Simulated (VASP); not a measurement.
# ZrH5 (C2/m) in VASP: relaxation of cell and atoms with PBE

Aim: the relaxation of cell and atoms of ZrH5 with PBE.

Program: VASP 6.6.1. These are calculated values, not measurements. Logs are shortened: lines on timing, memory, paths and dates and some standing lists are left out, and cuts for length are marked.

## (1) The cell of the first run

It takes space group C2/m (No. 12, monoclinic). Conventional cell: a = 9.490 Å, b = 2.932 Å, c = 5.607 Å, α = 90.00°, β = 107.87°, γ = 90.00°. Zr (site symmetry 2/m) has 12 H at 2.58 to 2.93 Å and 2 Zr at 2.93 Å within 3.4 Å. H (site symmetry m) has 11 H at 2.46 to 3.15 Å and 3 Zr at 2.62 to 2.93 Å within 3.2 Å. H (site symmetry m) has 12 H at 2.39 to 3.15 Å and 2 Zr at 2.58 Å within 3.2 Å. Within 3.3 Å of H (site symmetry 2/m) lie 12 H at 2.54 to 2.96 Å and 2 Zr at 2.80 Å.

The cell was generated, and may not be a known phase.

## (2) Relaxation of cell and atoms, PBE

Contents of INCAR:

```
PREC     = Accurate       # precision mode
ENCUT    = 600            # plane-wave cutoff, eV
EDIFF    = 1E-6           # SCF threshold, eV
ISMEAR   = 0              # smearing method
SIGMA    = 0.2            # smearing width, eV
LREAL    = F              # projectors in reciprocal space
LASPH    = T              # aspherical terms in the spheres
NELM     = 60             # most SCF steps
ALGO     = Normal         # electronic algorithm
ISIF     = 3              # what is computed and relaxed
LWAVE    = F              # write WAVECAR
LCHARG   = F              # write CHGCAR
GGA      = PE             # functional
IBRION   = 2              # ionic algorithm
NSW      = 36             # ionic steps
EDIFFG   = -0.08          # ionic threshold
```

Contents of KPOINTS:

```
regular mesh
0
Gamma
  6 6 3
```

Contents of POSCAR:

```
ZrH5
1.0
    4.7449920100     -1.4658699500      0.0000000000
    4.7449920100      1.4658699500      0.0000000000
   -1.7204890100      0.0000000000      5.3361939400
Zr H
1 5
Direct
    0.5000000000      0.5000000000      0.5000000000
    0.1759916500      0.1759916500      0.3289647400
    0.8274600500      0.8274600500      0.1538687200
    0.5000000000      0.5000000000      0.0000000000
    0.1725399500      0.1725399500      0.8461312800
    0.8240083500      0.8240083500      0.6710352600
```

Potentials or basis: VASP PAW PBE potentials, release 64 (Zr_sv, H).

On the command line:

```
cat potpaw_PBE.64/Zr_sv/POTCAR potpaw_PBE.64/H/POTCAR > POTCAR
mpirun -np 1 vasp_std > vasp.out
```

OUTCAR:

```text
PREC = Accurate
   ENCUT = 600
   EDIFF = 1E-6
   ISMEAR = 0
   LREAL = F
   LASPH = T
   NELM = 60
   ISIF = 3
   GGA = PE
   IBRION = 2
   NSW = 36
   EDIFFG = -0.08

 ion  position               nearest neighbor table
   1  0.500  0.500  0.500-
   2  0.176  0.176  0.329-
   3  0.827  0.827  0.154-
   4  0.500  0.500  0.000-
   5  0.173  0.173  0.846-
   6  0.824  0.824  0.671-

  LATTYP: Found a base centered monoclinic cell.
 ALAT       =     9.4899840200
 B/A-ratio  =     0.3089299090
 C/A-ratio  =     0.5908014930
 COS(beta)  =    -0.3068632197

  Lattice vectors:

 A1 = (   4.7449920100,  -1.4658699500,   0.0000000000)
 A2 = (   4.7449920100,   1.4658699500,   0.0000000000)
 A3 = (  -1.7204890100,   0.0000000000,   5.3361939400)

Analysis of symmetry for initial positions (statically):
=====================================================================
 Subroutine PRICEL returns:
 Original cell was already a primitive cell.

 Routine SETGRP: Setting up the symmetry group for a
 base centered monoclinic supercell.

 Subroutine GETGRP returns: Found  4 space group operations
 (whereof  4 operations were pure point group operations)
 out of a pool of  4 trial point group operations.

The static configuration has the point symmetry C_2h.

Analysis of symmetry for dynamics (positions and initial velocities):
=====================================================================
 Subroutine PRICEL returns:
 Original cell was already a primitive cell.

 Routine SETGRP: Setting up the symmetry group for a
 base centered monoclinic supercell.

 Subroutine GETGRP returns: Found  4 space group operations
 (whereof  4 operations were pure point group operations)
 out of a pool of  4 trial point group operations.

The dynamic configuration has the point symmetry C_2h.

 Subroutine INISYM returns: Found  4 space group operations
 (whereof  4 operations are pure point group operations),
 and found     1 'primitive' translations

----------------------------------------------------------------------------------------

                                     Primitive cell

  volume of cell :      74.2322

  direct lattice vectors                    reciprocal lattice vectors
     4.744992010 -1.465869950  0.000000000     0.105374255 -0.341094379  0.033974636
     4.744992010  1.465869950  0.000000000     0.105374255  0.341094379  0.033974636
    -1.720489010  0.000000000  5.336193940     0.000000000  0.000000000  0.187399486

  length of vectors
     4.966258540  4.966258540  5.606696728     0.358613141  0.358613141  0.187399486

  position of ions in fractional coordinates (direct lattice)
     0.500000000  0.500000000  0.500000000
     0.175991650  0.175991650  0.328964740
     0.827460050  0.827460050  0.153868720
     0.500000000  0.500000000  0.000000000
     0.172539950  0.172539950  0.846131280
     0.824008350  0.824008350  0.671035260

  ion indices of the primitive-cell ions
   primitive index   ion index
                 1           1
                 2           2
                 3           3
                 4           4
                 5           5
                 6           6

----------------------------------------------------------------------------------------

 KPOINTS: regular mesh

Automatic generation of k-mesh.
 Grid dimensions read from file:
 generate k-points for:    6    6    3

 Generating k-lattice:

  Cartesian coordinates                     Fractional coordinates (reciprocal lattice)
     0.017562376 -0.056849063  0.005662439     0.166666667  0.000000000 -0.000000000
     0.017562376  0.056849063  0.005662439     0.000000000  0.166666667 -0.000000000
     0.000000000  0.000000000  0.062466495     0.000000000  0.000000000  0.333333333

  Length of vectors
     0.059768857  0.059768857  0.062466495

  Shift w.r.t. Gamma in fractional coordinates (k-lattice)
     0.000000000  0.000000000  0.000000000

 Subroutine IBZKPT returns following result:
 ===========================================

 Found     34 irreducible k-points:

 Following reciprocal coordinates:
            Coordinates               Weight
  0.000000  0.000000  0.000000      1.000000
  0.166667 -0.000000  0.000000      4.000000
  0.333333  0.000000  0.000000      4.000000
  0.500000 -0.000000  0.000000      2.000000
  0.166667  0.166667  0.000000      2.000000
  0.333333  0.166667  0.000000      4.000000
[... 16 lines left out ...]
 -0.333333  0.166667  0.333333      4.000000
 -0.166667  0.166667  0.333333      4.000000
 [... further k-points ...]
   k-points           NKPTS =     34   k-points in BZ     NKDIM =     34   number of bands    NBANDS=     12
   number of dos      NEDOS =    301   number of ions     NIONS =      6
   total plane-waves  NPLWV =  76800
   dimension x,y,z NGX =    40 NGY =   40 NGZ =   48
   dimension x,y,z NGXF=    80 NGYF=   80 NGZF=   96
   ions per type =               1   5
   NGX,Y,Z   is equivalent  to a cutoff of  13.39, 13.39, 14.23 a.u.
   NGXF,Y,Z  is equivalent  to a cutoff of  26.78, 26.78, 28.47 a.u.
 SYSTEM =  unknown system
   PREC   = accura    normal or accurate (medium, high low for compatibility)
   ISTART =      0    job   : 0-new  1-cont  2-samecut
   ICHARG =      2    charge: 1-file 2-atom 10-const
   ISPIN  =      1    spin polarized calculation?
   LNONCOLLINEAR =      F non collinear calculations
   LSORBIT =      F    spin-orbit coupling
   LASPH  =      T    aspherical Exc in radial PAW
   ENCUT  =  600.0 eV  44.10 Ry    6.64 a.u.   9.92  9.92 11.20*2*pi/ulx,y,z
   NELM   =     60;   NELMIN=  2; NELMDL= -5     # of ELM steps
   EDIFF  = 0.1E-05   stopping-criterion for ELM
   LREAL  =      F    real-space projection
   EDIFFG = -.8E-01   stopping-criterion for IOM
   NSW    =     36    number of steps for IOM
   IBRION =      2    ionic relax: 0-MD 1-quasi-New 2-CG
   NFREE  =      1    steps in history (QN), initial steepest desc. (CG)
   ISIF   =      3    stress and relaxation
   ISYM   =      2    0-nonsym 1-usesym 2-fastsym
   POTIM  = 0.5000    time-step for ionic-motion
   TEBEG  =    0.0;   TEEND  =   0.0 temperature during run
   PSTRESS=    0.0 pullay stress
   NELECT =      17.0000    total number of electrons
   NUPDOWN=      -1.0000    fix difference up-down
   EMIN   =  10.00;   EMAX   =-10.00  energy-range for DOS
   EFERMI =   0.00;   METHOD = LEGACY
   ISMEAR =     0;   SIGMA  =   0.20  broadening in eV -4-tet -1-fermi 0-gaus
   EFERMI_NEDOS =   21; number of points for ismear=-14 and -15
   IALGO  =     38    algorithm
   IMIX   =      4    mixing-type and parameters
     AMIX     =   0.40;   BMIX     =  1.00
     AMIX_MAG =   1.60;   BMIX_MAG =  1.00
  volume/ion in A,a.u.               =      12.37        83.49
  Fermi-wavevector in a.u.,A,eV,Ry     =   1.001598  1.892747 13.649356  1.003199
  Thomas-Fermi vector in A             =   2.134031
   LORBIT       =      0    0 simple, 1 ext, 2 COOP (PROOUT), +10 PAW based schemes
   GGA     = PE    functional components
   LHFCALC =     F    Hartree Fock is set to
   AEXX    =    0.0000 exact exchange contribution
   IVDW    =     0    specifies the selected vdW correction
   LEPSILON=     F    determine dielectric tensor
   LRPA    =     F    only Hartree local field effects (RPA)
 conjugate gradient relaxation of ions
 non-spin polarized calculation
 Gauss-broadening in eV      SIGMA  =   0.20
  energy-cutoff  :      600.00
  volume of cell :       74.23
 maximum number of plane-waves:      2492
   NGX = 19   NGY = 19   NGZ = 23

--------------------------------------- Ionic step        1  -------------------------------------------

 number of electron      17.0000000 magnetization

 Free energy of the ion-electron system (eV)
  ---------------------------------------------------
  ext. energy  EPLUGINS =         0.00000000
  ---------------------------------------------------
  free energy    TOTEN  =       -19.46334460 eV

  energy without entropy =      -19.39467592  energy(sigma->0) =      -19.42901026

------------------------ aborting loop because EDIFF is reached ----------------------------------------

  FORCE on cell =-STRESS in cart. coord.  units (eV):
  Direction    XX          YY          ZZ          XY          YZ          ZX
  --------------------------------------------------------------------------------------
  -------------------------------------------------------------------------------------
  Total      -11.3241541     -4.1180045    -10.5630024      0.0000000      0.0000000     -0.1251332
  in kB     -244.4127308    -88.8801683   -227.9845592      0.0000000      0.0000000     -2.7007882
  external PRESSURE =    -187.0924861 kB  Pullay stress =       0.0000000 kB
[... 828 lines left out ...]
 k-point    24 :      -0.1667    0.1667    0.3333
  band No.  band energies     occupation
      1     -45.2944      2.00000
      2     -23.9910      2.00000
      3     -23.3178      2.00000
      4     -23.2334      2.00000
      5      -2.0986      2.00000
      6      -0.5806      2.00000
      7       0.5811      2.00000
      8       2.3637      1.99998
      9       3.3756      0.00454
     10       5.8219      0.00000
     11       6.5467      0.00000
     12       7.3090      0.00000

 [... further k-points ...]

[... ionic steps 4 to 18 ...]

--------------------------------------- Ionic step       19  -------------------------------------------

 number of electron      17.0000000 magnetization

------------------------ aborting loop because EDIFF is reached ----------------------------------------

  FORCE on cell =-STRESS in cart. coord.  units (eV):
  Direction    XX          YY          ZZ          XY          YZ          ZX
  --------------------------------------------------------------------------------------
  -------------------------------------------------------------------------------------
  Total       -0.2821137      0.1142234     -0.0579786      0.0000000      0.0000000     -0.0495304
  in kB      -11.8307371      4.7900800     -2.4313934      0.0000000      0.0000000     -2.0771113
  external PRESSURE =      -3.1573502 kB  Pullay stress =       0.0000000 kB
[... 65 lines left out ...]
  energy  without entropy=      -25.8057170026  energy(sigma->0) =      -25.80931405

--------------------------------------- Ionic step       21  -------------------------------------------

 number of electron      17.0000000 magnetization

 Free energy of the ion-electron system (eV)
  ---------------------------------------------------
  ext. energy  EPLUGINS =         0.00000000
  ---------------------------------------------------
  free energy    TOTEN  =       -25.81825759 eV

  energy without entropy =      -25.81043684  energy(sigma->0) =      -25.81434721

 E-fermi :   5.9368     XC(G=0): -10.8774

 val. band max:        5.8628316490   @ k =   0.5000   0.5000   0.3333
 cond. band min:       5.9726883991   @ k =   0.0000   0.0000   0.0000
 fundamental gap:      0.1098567502
 Fermi energy:         5.9367778202

 k-point     1 :       0.0000    0.0000    0.0000
  band No.  band energies     occupation
      1     -43.0213      2.00000
      2     -21.0044      2.00000
      3     -20.8239      2.00000
      4     -20.7957      2.00000
      5      -4.5486      2.00000
      6       1.6084      2.00000
      7       2.2507      2.00000
      8       5.9727      0.79955
      9       6.1812      0.08391
     10       6.2019      0.06079
     11       8.9810      0.00000
     12       9.0566      0.00000
[... 378 lines left out ...]
  FREE ENERGIE OF THE ION-ELECTRON SYSTEM (eV)
  ---------------------------------------------------
  free  energy   TOTEN  =       -25.8182575861 eV

  energy  without entropy=      -25.8104368378  energy(sigma->0) =      -25.81434721

 reached required accuracy - stopping structural energy minimisation
```

Run time: 19 min. Hardware: 1 thread of Intel Xeon 8259CL, shared host; peak memory 0.31 GiB.

What came out:

* Free energy: -25.8183 eV
* Relaxed volume: 6.31 Å³/atom
* Relaxed cell: a = 3.251 Å, b = 3.251 Å, c = 4.108 Å, α = 89.78°, β = 89.78°, γ = 60.76°
* Space group after relaxing (to 0.1 Å): P6/mmm (No. 191)
* Energy gained by relaxing: 1059.2 meV/atom
* Ionic steps: 21
* Pressure after relaxing: 0.5 GPa
* Largest force after relaxing: 0.042 eV/Å
* Band gap on the k mesh: zero (an odd number of electrons rules out a gap without spin polarisation)

Forces on the atoms (eV/Å):
```
Zr   0.000  0.000  0.000
H   -0.007  0.000  0.042
H    0.017  0.000 -0.019
H    0.000  0.000  0.000
H   -0.017  0.000  0.019
H    0.007  0.000 -0.042
```

The path:
| step | energy change (eV) | largest force (eV/Å) | pressure (GPa) | volume (Å³) |
| --- | --- | --- | --- | --- |
| 1 | 0.0000 | 1.5814 | -18.71 | 74.23 |
| 2 | -2.3074 | 1.3657 | -16.48 | 59.70 |
| 3 | -1.1575 | 2.9477 | 109.30 | 27.03 |
| 4 | -3.7962 | 0.7999 | -7.26 | 47.10 |
| 5 | -4.1672 | 0.3590 | 19.30 | 37.26 |
| 6 | -4.2280 | 0.1887 | 7.22 | 40.50 |
| 7 | -5.1881 | 0.1924 | 6.30 | 38.85 |
| 8 | -5.4859 | 0.6122 | 11.05 | 36.50 |
| 9 | -5.7445 | 0.4011 | -2.48 | 39.92 |
| 10 | -5.7599 | 0.5002 | -5.93 | 41.07 |
| 11 | -5.9710 | 0.5301 | -5.52 | 40.75 |
| 12 | -6.0846 | 0.5316 | -3.53 | 40.09 |
| 13 | -6.2063 | 0.4569 | 2.15 | 38.09 |
| 14 | -6.2091 | 0.4420 | 3.64 | 37.68 |
| 15 | -6.3066 | 0.1156 | -0.99 | 38.56 |
| 16 | -6.3066 | 0.1158 | -1.02 | 38.56 |
| 17 | -6.3288 | 0.1451 | 0.09 | 38.19 |
| 18 | -6.3332 | 0.1883 | 0.81 | 37.98 |
| 19 | -6.3469 | 0.1361 | -0.32 | 38.21 |
| 20 | -6.3496 | 0.0976 | -1.00 | 38.34 |
| 21 | -6.3549 | 0.0424 | 0.48 | 37.88 |

Final structure:
```xyz
6
Lattice="2.7796 -1.6441 0.3715 2.7796 1.6441 0.3715 -0.5261 0.0000 4.0739" Properties=species:S:1:pos:R:3 pbc="T T T"
Zr    2.5166    0.0000    2.4085
H     0.7814    0.0000    1.1773
H     4.5062    0.0000    1.7044
H     2.2535    0.0000    4.4455
H     0.5270    0.0000    3.1126
H     4.2518    0.0000    3.6397
```

Levels at points of the mesh, in eV from the Fermi level:
| k point | band 5 | band 6 | band 7 | band 8 | band 9 | band 10 | band 11 | band 12 |
| --- | --- | --- | --- | --- | --- | --- | --- | --- |
| (0.00, 0.00, 0.00) | -10.49 | -4.33 | -3.69 | 0.04 | 0.24 | 0.27 | 3.04 | 3.12 |
| (0.50, 0.00, 0.00) | -6.84 | -5.96 | -4.71 | -3.80 | 0.54 | 2.17 | 4.34 | 6.02 |
| (0.50, 0.50, 0.00) | -6.98 | -5.77 | -4.57 | -3.80 | 0.29 | 2.05 | 4.41 | 6.04 |

Caveat: the k points lie up to 0.51 Å⁻¹ apart in the final cell, too coarse for converged energies and pressures of a metal; the volume moved by over 15 % at a fixed basis, so the end points are rough; an odd number of electrons without spin polarisation forces a metal; a magnetic or distorted state may lie lower; the relaxation stopped at a loose force limit of 0.08 eV/Å, so its end isn't a converged minimum.

The gap in the log of VASP goes by the Fermi energy; the results here count the filled bands.